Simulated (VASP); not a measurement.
A run of VASP 6.6.1 is set up as follows.

INCAR

```
SYSTEM = MgO
PREC = Accurate ; ENCUT = 520
EDIFF = 1E-6 ; ISMEAR = 0
SIGMA = 0.05 ; LREAL = .FALSE.
LASPH = .TRUE. ; NELM = 80
ALGO = Normal ; ISIF = 2
LWAVE = .FALSE. ; LCHARG = .FALSE.
GGA = PS ; NBANDS = 26
```

The input KPOINTS:

```
regular mesh
0
G
  9 9 4
  0 0 0
```

POSCAR

```
MgO
1.0
    3.2554034470      0.0000000000      0.0000000000
   -1.6277017235      2.8192620847      0.0000000000
    0.0000000000      0.0000000000     10.4160299547
Mg O
4 4
Direct
    0.3333333333      0.6666666667      0.9695925587
    0.0000000000      0.0000000000      0.2209429155
    0.0000000000      0.0000000000      0.7209429155
    0.6666666667      0.3333333333      0.4695925587
    0.3333333333      0.6666666667      0.7799203897
    0.0000000000      0.0000000000      0.5295423161
    0.0000000000      0.0000000000      0.0295423161
    0.6666666667      0.3333333333      0.2799203897
```

Potentials or basis: VASP PAW PBE potentials, release 64 (Mg, O).

Command:

```bash
$ cat potpaw_PBE.64/Mg/POTCAR potpaw_PBE.64/O/POTCAR > POTCAR
$ mpirun -np 1 vasp_std > vasp.out
```

**Question.** Estimate the band gap on the k mesh.

**Answer.** 3.46 eV, direct.

**Question.** What does it give for the pressure?

**Answer.** -0.3 GPa.

Caveat: the PAW data sets were made with another functional, which shifts forces and pressure a little. A k mesh can miss the band edges.
